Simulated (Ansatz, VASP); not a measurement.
HfO2: VASP beside Ansatz

File POSCAR:

```
HfO2
1.0
    0.0000000000      2.5575000000      2.5575000000
    2.5575000000      0.0000000000      2.5575000000
    2.5575000000      2.5575000000      0.0000000000
Hf O
1 2
Direct
    0.0000000000      0.0000000000      0.0000000000
    0.2753966394      0.2753966394      0.2753966394
    0.7246033606      0.7246033606      0.7246033606
```

File INCAR.step1:

```
  PREC = Accurate
  ENCUT = 520
  ISMEAR = 0
  SIGMA = 0.05
  LREAL = F
  LASPH = T
  NELM = 60
  NBANDS = 18
  GGA = PE
  ALGO = Normal
  EDIFF = 1E-4
  LWAVE = T
  LCHARG = F
```

The input INCAR.step2:

```
  PREC = Accurate
  ENCUT = 520
  EDIFF = 1E-7
  ISMEAR = 0
  SIGMA = 0.05
  LREAL = F
  LASPH = T
  NELM = 60
  ALGO = Normal
  ISIF = 2
  LWAVE = F
  LCHARG = T
  METAGGA = R2SCAN
  LMIXTAU = T
  LELF = T
  LVHAR = T
  NBANDS = 18
  ISTART = 1
```

File KPOINTS:

```
Automatic mesh
0
Gamma
  8 8 8
```

Input for Ansatz:

```yaml
crystal:
  lattice:
    - [0.0, 2.5575, 2.5575]
    - [2.5575, 0.0, 2.5575]
    - [2.5575, 2.5575, 0.0]
  atoms:
    - { symbol: Hf, position: [0.0, 0.0, 0.0] }
    - { symbol: O, position: [0.2753966394, 0.2753966394, 0.2753966394] }
    - { symbol: O, position: [0.7246033606, 0.7246033606, 0.7246033606] }
basis:
  ecutwfc: 500
kpoints:
  mp_grid: { grid: [8, 8, 8] }
hamiltonian:
  xc: r2scan
scf:
  occupations: { method: gaussian, width: 0.05 }
output:
  forces: true
  stress: true
  eigenvalues: true
```

Change from the starting cell: mode 7 (564.8 1/cm) frozen in, largest displacement +0.225 Å.

Alike in both runs: task single point; functional r2SCAN; k mesh 8 × 8 × 8; occupations gaussian, width 0.05 eV; no spin polarisation.

```csv
,VASP,Ansatz
version,VASP 6.6.1,Ansatz 0.2.0
potentials or method,"VASP PAW PBE potentials, release 64 (Hf_pv, O), cutoff 520 eV","scalar-relativistic, plane waves, PAW"
valence electrons in the cell,22,38
```

```csv
,VASP,Ansatz,Ansatz less VASP
gap on the k mesh at the Fermi level (eV),4.08,4.07,-0.007
least direct gap on the mesh (eV),4.51,4.51,+0.008
pressure (GPa),-3.5,0.1,+3.65
"traceless stress, the component that is largest in VASP (GPa)",-7.24,-8.02,-0.772
rms of the force components (eV/Å),1.497,1.522,+0.0252
```

VASP's potentials were made for PBE, not for r2SCAN. Atom by atom the forces differ by 0.025 eV/Å (rms over components). With one functional, cell and mesh, what is left measures potentials, basis and numerics. VASP's potentials hold 22 valence electrons a cell and Ansatz's 38, so a difference there can come from the potentials and not from the codes.

Neither program's run includes spin-orbit coupling.
